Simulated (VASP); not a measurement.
# Lu (P6/mmm) in VASP: notebook

The runs below take Lu through single point, with revPBE.

Everything below comes from runs of VASP 6.6.1. Logs are shortened: lines on timing, memory, paths and dates and some standing lists are left out, and cuts for length are marked.

## Step 1: The cell of the first run

The structure is hexagonal, space group P6/mmm (No. 191). Conventional cell: a = 5.714 Å, b = 5.714 Å, c = 3.578 Å, α = 90.00°, β = 90.00°, γ = 120.00°. Within 4.7 Å of Lu (site symmetry 6/mmm) lie 14 Lu at 3.58 to 3.75 Å. Within 4.3 Å of Lu (site symmetry -6m2) lie 11 Lu at 3.30 to 3.75 Å.

This isn't the form of Lu at room conditions, which is hcp.

## Step 2: Single point, revPBE (33.73 Å³/atom)

Contents of INCAR:

```
SYSTEM = Lu
PREC = Accurate
ENCUT = 520
EDIFF = 1E-6
ISMEAR = -1
SIGMA = 0.1
LREAL = .FALSE.
LASPH = .TRUE.
NELM = 60
ALGO = Normal
ISIF = 2
LWAVE = .FALSE.
LCHARG = .FALSE.
GGA = RE
NBANDS = 44
```

Contents of KPOINTS:

```
regular mesh
0
G
  8 8 10
  0 0 0
```

Contents of POSCAR:

```
Lu
1.0
    5.7142627016      0.0000000000      0.0000000000
   -2.8571313507      4.9486966635      0.0000000000
    0.0000000000      0.0000000000      3.5783967111
Lu
3
Direct
    0.0000000000      0.0000000000      1.0000000000
    0.3333333333      0.6666666667      0.5000000000
    0.6666666667      0.3333333333      0.5000000000
```

Potentials or basis: VASP PAW PBE potentials, release 64 (Lu).

Launch:

```bash
$ cat potpaw_PBE.64/Lu/POTCAR > POTCAR
$ mpirun -np 1 vasp_std > vasp.out
```

OUTCAR:

```text
SYSTEM = Lu
   PREC = Accurate
   ENCUT = 520
   EDIFF = 1E-6
   ISMEAR = -1
   LREAL = .FALSE.
   LASPH = .TRUE.
   NELM = 60
   ISIF = 2
   GGA = RE

 ion  position               nearest neighbor table
   1  0.000  0.000  0.000-   2 3.75   3 3.75   2 3.75   3 3.75   2 3.75   2 3.75   3 3.75   3 3.75
                             3 3.75   3 3.75   2 3.75   2 3.75
   2  0.333  0.667  0.500-   3 3.30   3 3.30   3 3.30   1 3.75   1 3.75   1 3.75   1 3.75   1 3.75
                             1 3.75
   3  0.667  0.333  0.500-   2 3.30   2 3.30   2 3.30   1 3.75   1 3.75   1 3.75   1 3.75   1 3.75
                             1 3.75

  LATTYP: Found a hexagonal cell.
 ALAT       =     5.7142627016
 C/A-ratio  =     0.6262219464

  Lattice vectors:

 A1 = (   5.7142627016,   0.0000000000,   0.0000000000)
 A2 = (  -2.8571313507,   4.9486966635,   0.0000000000)
 A3 = (   0.0000000000,   0.0000000000,   3.5783967111)

Analysis of symmetry for initial positions (statically):
=====================================================================
 Subroutine PRICEL returns:
 Original cell was already a primitive cell.

 Routine SETGRP: Setting up the symmetry group for a
 hexagonal supercell.

 Subroutine GETGRP returns: Found 24 space group operations
 (whereof 24 operations were pure point group operations)
 out of a pool of 24 trial point group operations.

The static configuration has the point symmetry D_6h.

Analysis of symmetry for dynamics (positions and initial velocities):
=====================================================================
 Subroutine PRICEL returns:
 Original cell was already a primitive cell.

 Routine SETGRP: Setting up the symmetry group for a
 hexagonal supercell.

 Subroutine GETGRP returns: Found 24 space group operations
 (whereof 24 operations were pure point group operations)
 out of a pool of 24 trial point group operations.

The dynamic configuration has the point symmetry D_6h.

 Subroutine INISYM returns: Found 24 space group operations
 (whereof 24 operations are pure point group operations),
 and found     1 'primitive' translations

----------------------------------------------------------------------------------------

                                     Primitive cell

  volume of cell :     101.1904

  direct lattice vectors                    reciprocal lattice vectors
     5.714262702  0.000000000  0.000000000     0.175000705  0.101036704  0.000000000
    -2.857131351  4.948696663  0.000000000     0.000000000  0.202073408  0.000000000
     0.000000000  0.000000000  3.578396711     0.000000000  0.000000000  0.279454762

  length of vectors
     5.714262702  5.714262702  3.578396711     0.202073408  0.202073408  0.279454762

  position of ions in fractional coordinates (direct lattice)
     0.000000000  0.000000000  0.000000000
     0.333333333  0.666666667  0.500000000
     0.666666667  0.333333333  0.500000000

  ion indices of the primitive-cell ions
   primitive index   ion index
                 1           1
                 2           2
                 3           3

----------------------------------------------------------------------------------------

 KPOINTS: regular mesh

Automatic generation of k-mesh.
 Grid dimensions read from file:
 generate k-points for:    8    8   10

 Generating k-lattice:

  Cartesian coordinates                     Fractional coordinates (reciprocal lattice)
     0.021875088  0.012629588  0.000000000     0.125000000  0.000000000  0.000000000
     0.000000000  0.025259176  0.000000000     0.000000000  0.125000000  0.000000000
     0.000000000  0.000000000  0.027945476     0.000000000  0.000000000  0.100000000

  Length of vectors
     0.025259176  0.025259176  0.027945476

  Shift w.r.t. Gamma in fractional coordinates (k-lattice)
     0.000000000  0.000000000  0.000000000

 Subroutine IBZKPT returns following result:
 ===========================================

 Found     60 irreducible k-points:

 Following reciprocal coordinates:
            Coordinates               Weight
  0.000000  0.000000  0.000000      1.000000
  0.125000  0.000000  0.000000      6.000000
  0.250000  0.000000  0.000000      6.000000
  0.375000 -0.000000  0.000000      6.000000
  0.500000  0.000000  0.000000      3.000000
  0.125000  0.125000  0.000000      6.000000
[... 16 lines left out ...]
  0.250000  0.000000  0.200000     12.000000
  0.375000 -0.000000  0.200000     12.000000
 [... further k-points ...]
   k-points           NKPTS =     60   k-points in BZ     NKDIM =     60   number of bands    NBANDS=     44
   number of dos      NEDOS =    301   number of ions     NIONS =      3
   total plane-waves  NPLWV =  49392
   dimension x,y,z NGX =    42 NGY =   42 NGZ =   28
   dimension x,y,z NGXF=    84 NGYF=   84 NGZF=   56
   ions per type =               3
   NGX,Y,Z   is equivalent  to a cutoff of  12.22, 12.22, 13.01 a.u.
   NGXF,Y,Z  is equivalent  to a cutoff of  24.44, 24.44, 26.02 a.u.
 SYSTEM =  Lu
   PREC   = accura    normal or accurate (medium, high low for compatibility)
   ISTART =      0    job   : 0-new  1-cont  2-samecut
   ICHARG =      2    charge: 1-file 2-atom 10-const
   ISPIN  =      1    spin polarized calculation?
   LNONCOLLINEAR =      F non collinear calculations
   LSORBIT =      F    spin-orbit coupling
   LASPH  =      T    aspherical Exc in radial PAW
   ENCUT  =  520.0 eV  38.22 Ry    6.18 a.u.  10.62 10.62  6.65*2*pi/ulx,y,z
   NELM   =     60;   NELMIN=  2; NELMDL= -5     # of ELM steps
   EDIFF  = 0.1E-05   stopping-criterion for ELM
   LREAL  =      F    real-space projection
   EDIFFG = 0.1E-04   stopping-criterion for IOM
   NSW    =      0    number of steps for IOM
   IBRION =     -1    ionic relax: 0-MD 1-quasi-New 2-CG
   NFREE  =      0    steps in history (QN), initial steepest desc. (CG)
   ISIF   =      2    stress and relaxation
   ISYM   =      2    0-nonsym 1-usesym 2-fastsym
   POTIM  = 0.5000    time-step for ionic-motion
   TEBEG  =    0.0;   TEEND  =   0.0 temperature during run
   PSTRESS=    0.0 pullay stress
   NELECT =      75.0000    total number of electrons
   NUPDOWN=      -1.0000    fix difference up-down
   EMIN   =  10.00;   EMAX   =-10.00  energy-range for DOS
   EFERMI =   0.00;   METHOD = LEGACY
   ISMEAR =    -1;   SIGMA  =   0.10  broadening in eV -4-tet -1-fermi 0-gaus
   EFERMI_NEDOS =   21; number of points for ismear=-14 and -15
   IALGO  =     38    algorithm
   IMIX   =      4    mixing-type and parameters
     AMIX     =   0.40;   BMIX     =  1.00
     AMIX_MAG =   1.60;   BMIX_MAG =  1.00
  volume/ion in A,a.u.               =      33.73       227.62
  Fermi-wavevector in a.u.,A,eV,Ry     =   1.481547  2.799718 29.864533  2.194981
  Thomas-Fermi vector in A             =   2.595444
   LORBIT       =      0    0 simple, 1 ext, 2 COOP (PROOUT), +10 PAW based schemes
   GGA     = RE    functional components
   LHFCALC =     F    Hartree Fock is set to
   AEXX    =    0.0000 exact exchange contribution
   IVDW    =     0    specifies the selected vdW correction
   LEPSILON=     F    determine dielectric tensor
   LRPA    =     F    only Hartree local field effects (RPA)
 non-spin polarized calculation
  energy-cutoff  :      520.00
  volume of cell :      101.19
 maximum number of plane-waves:      2751
   NGX = 21   NGY = 21   NGZ = 13

 number of electron      74.9999972 magnetization

 Free energy of the ion-electron system (eV)
  ---------------------------------------------------
  ext. energy  EPLUGINS =         0.00000000
  ---------------------------------------------------
  free energy    TOTEN  =       -12.40651031 eV

  energy without entropy =      -12.21963619  energy(sigma->0) =      -12.31307325

 E-fermi :   1.7302     XC(G=0):  -9.8801

 val. band max:        1.7292522132   @ k =   0.5000   0.0000   0.5000
 cond. band min:       1.7303100256   @ k =   0.3750  -0.0000   0.4000
 fundamental gap:      0.0010578124
 Fermi energy:         1.7301953879

 k-point     1 :       0.0000    0.0000    0.0000
  band No.  band energies     occupation
      1     -54.9171      2.00000
      2     -54.8900      2.00000
      3     -54.8549      2.00000
      4     -25.6668      2.00000
      5     -25.6668      2.00000
      6     -25.5250      2.00000
[... 36 lines left out ...]
     43       4.4256      0.00000
     44       4.8601      0.00000

 k-point     2 :       0.1250    0.0000    0.0000
  band No.  band energies     occupation
      1     -54.9161      2.00000
      2     -54.8909      2.00000
      3     -54.8550      2.00000
      4     -25.6767      2.00000
      5     -25.6661      2.00000
      6     -25.5125      2.00000
[... 36 lines left out ...]
     43       4.5173      0.00000
     44       4.5534      0.00000

 k-point     3 :       0.2500    0.0000    0.0000
  band No.  band energies     occupation
      1     -54.9135      2.00000
      2     -54.8934      2.00000
      3     -54.8551      2.00000
      4     -25.6964      2.00000
      5     -25.6556      2.00000
      6     -25.4856      2.00000
[... 36 lines left out ...]
     43       4.2033      0.00000
     44       4.4411      0.00000

 k-point     4 :       0.3750   -0.0000    0.0000
  band No.  band energies     occupation
      1     -54.9099      2.00000
      2     -54.8968      2.00000
      3     -54.8553      2.00000
      4     -25.7124      2.00000
      5     -25.6278      2.00000
      6     -25.4804      2.00000
[... 882 lines left out ...]
     43       4.2398      0.00000
     44       4.3306      0.00000

 k-point    23 :       0.2500    0.0000    0.2000
  band No.  band energies     occupation
      1     -54.9114      2.00000
      2     -54.8915      2.00000
      3     -54.8533      2.00000
      4     -25.6832      2.00000
      5     -25.6456      2.00000
      6     -25.5344      2.00000
[... 36 lines left out ...]
     43       3.9044      0.00000
     44       4.2654      0.00000

 k-point    24 :       0.3750   -0.0000    0.2000
  band No.  band energies     occupation
      1     -54.9079      2.00000
      2     -54.8949      2.00000
      3     -54.8534      2.00000
      4     -25.6967      2.00000
      5     -25.6226      2.00000
      6     -25.5328      2.00000
[... 36 lines left out ...]
     43       3.6202      0.00000
     44       4.5170      0.00000

 [... further k-points ...]
[... 5 lines left out ...]
  --------------------------------------------------------------------------------------
  -------------------------------------------------------------------------------------
  Total       -2.4659183     -2.4659183     -2.5478619     -0.0000000      0.0000000     -0.0000000
  in kB      -39.0435902    -39.0435902    -40.3410265     -0.0000000      0.0000000     -0.0000000
  external PRESSURE =     -39.4760689 kB  Pullay stress =       0.0000000 kB

 VOLUME and BASIS-vectors are now :
 -----------------------------------------------------------------------------
  energy-cutoff  :      520.00
  volume of cell :      101.19
      direct lattice vectors                 reciprocal lattice vectors
     5.714262702  0.000000000  0.000000000     0.175000705  0.101036704  0.000000000
    -2.857131351  4.948696663  0.000000000     0.000000000  0.202073408  0.000000000
     0.000000000  0.000000000  3.578396711     0.000000000  0.000000000  0.279454762

 POSITION                                       TOTAL-FORCE (eV/Angst)
 -----------------------------------------------------------------------------------
      0.00000      0.00000      0.00000        -0.000000      0.000000      0.000000
     -0.00000      3.29913      1.78920         0.000000     -0.000000      0.000000
      2.85713      1.64957      1.78920        -0.000000      0.000000      0.000000
 -----------------------------------------------------------------------------------
    total drift:                                0.000000      0.000000     -0.000000

  FREE ENERGIE OF THE ION-ELECTRON SYSTEM (eV)
  ---------------------------------------------------
  free  energy   TOTEN  =       -12.4065103139 eV

  energy  without entropy=      -12.2196361946  energy(sigma->0) =      -12.31307325
```

It took 6.3 min on 1 thread of Intel Xeon 8259CL, shared host; peak memory 0.36 GiB.

What came out:

- Free energy: -12.4065 eV
- Pressure: -3.9 GPa
- Band gap on the k mesh: zero (an odd number of electrons rules out a gap without spin polarisation)

Stress tensor (GPa, compression positive):
```
-3.90  0.00  0.00
 0.00 -3.90  0.00
 0.00  0.00 -4.03
```

Caveat: the cell stands under tension; the PAW data sets were made with another functional, which shifts forces and pressure a little; spin-orbit coupling is left out, which moves the levels of the heavy elements.

## Step 3: Single point, revPBE

This run uses another cell than the first one, of 30.12 Å³/atom.

Contents of INCAR:

```
SYSTEM = Lu
PREC = Accurate
ENCUT = 520
EDIFF = 1E-6
ISMEAR = -1
SIGMA = 0.1
LREAL = .False.
LASPH = .True.
NELM = 80
ALGO = Normal
ISIF = 2
LWAVE = .False.
LCHARG = .True.
GGA = RE
LELF = .True.
LVHAR = .True.
NBANDS = 44
```

Contents of KPOINTS:

```
regular mesh
0
Gamma
  9 9 12
  0 0 0
```

Contents of POSCAR:

```
Lu
1.0
    5.5024257991      0.0000000000      0.0000000000
   -2.7512128995      4.7652405245      0.0000000000
    0.0000000000      0.0000000000      3.4457397937
Lu
3
Direct
    0.0000000000      0.0000000000      1.0000000000
    0.3333333333      0.6666666667      0.5000000000
    0.6666666667      0.3333333333      0.5000000000
```

Potentials or basis: VASP PAW PBE potentials, release 64 (Lu).

Launch:

```bash
$ cat potpaw_PBE.64/Lu/POTCAR > POTCAR
$ mpirun -np 1 vasp_std > vasp.out
```

Wall time 9.6 min (1 thread of Intel Xeon 8259CL, shared host); peak memory 0.4 GiB.

Results (log left out):

* Free energy: -12.5412 eV
* Pressure: 0.0 GPa
* Band gap on the k mesh: zero (an odd number of electrons rules out a gap without spin polarisation)

Levels at points of the mesh, in eV from the Fermi level:
```csv
k point,band 34,band 35,band 36,band 37,band 38,band 39,band 40,band 41
"(0.00, 0.00, 0.00)",-4.85,-1.03,-0.05,-0.05,0.00,0.00,0.19,2.08
"(0.00, 0.00, 0.50)",-2.65,-1.77,-0.97,-0.97,-0.58,-0.58,1.98,1.98
```

Caveat: the PAW data sets were made with another functional, which shifts forces and pressure a little; spin-orbit coupling is left out, which moves the levels of the heavy elements.
